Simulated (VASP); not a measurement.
Ta, 1 atom in the cell. The structure is cubic, space group Im-3m (No. 229). The conventional cell has a = 3.253 Å, b = 3.253 Å, c = 3.253 Å, α = 90.00°, β = 90.00°, γ = 90.00°. Within 3.7 Å of Ta (site symmetry m-3m) lie 14 Ta at 2.82 to 3.25 Å. 

| Item | Value |
| --- | --- |
| Program | VASP 6.6.1 |
| Task | single point |
| Functional | LDA |
| Potentials or basis | VASP PAW LDA potentials, release 64 (Ta_pv) |
| Cutoff | 520 eV |
| k mesh | 18 × 18 × 18 |
| Occupations | fermi-dirac, width 0.08 eV |
| Spin | no spin polarisation |
| Dipole correction | no |
| Further INCAR settings | ALGO = Normal; EDIFF = 1e-07; NBANDS = 12 |

Potentials or basis: VASP PAW LDA potentials, release 64 (Ta_pv).

Run with:

```sh
$ cat potpaw_LDA.64/Ta_pv/POTCAR > POTCAR
$ mpirun -np 1 vasp_std > vasp.out
```

Hardware: 1 thread of Intel(R) Xeon(R) Platinum 8259CL CPU @ 2.50GHz (Skylake/Cascade Lake), on a shared host.

Problem. Estimate the wall time of this run.

Solution. Wall time 20 s on 1 thread of Intel(R) Xeon(R) Platinum 8259CL CPU @ 2.50GHz (Skylake/Cascade Lake), on a shared host, peak memory 0.16 GiB. Counts: scf iterations 11, k points 195.
